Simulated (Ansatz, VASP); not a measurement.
**MgGe4: VASP beside Ansatz**

```xyz
5
Lattice="3.9315 0.0000 0.0000 0.0000 3.9315 0.0000 0.0000 0.0000 6.4027" Properties=species:S:1:pos:R:3 pbc="T T T"
Mg    0.0000    0.0000    0.0000
Ge    0.0000    1.9657    4.4531
Ge    1.9657    0.0000    4.4531
Ge    0.0000    1.9657    1.9496
Ge    1.9657    0.0000    1.9496
```

Alike in both runs: functional PBE; dispersion D3(BJ); k mesh 4 × 4 × 4; occupations gaussian, width 0.1 eV; no spin polarisation.

Ansatz relaxed the structure, and its values are those at the end. VASP's run is a single point on that final structure, the one shown.

```csv
,VASP,Ansatz
version,VASP 6.6.1,Ansatz 0.2.0
potentials or method,"VASP PAW PBE potentials, release 64 (Mg, Ge_d), cutoff 520 eV","scalar-relativistic, plane waves, PAW"
valence electrons in the cell,58,66
```

VASP gave:

```
gap on the k mesh at the Fermi level (eV) : none
pressure (GPa)                            : 0.0
rms of the force components (eV/Å)        : 0.010
```

Which values does Ansatz return?

gap on the k mesh at the Fermi level (eV): none; pressure (GPa): 0.1; rms of the force components (eV/Å): 0.006.

A gap of «none» marks a metal or a gap that the smearing closes. VASP's potentials hold 58 valence electrons a cell and Ansatz's 66, so a difference there can come from the potentials and not from the codes.

The k mesh is coarse, so the values compare programs but aren't converged.
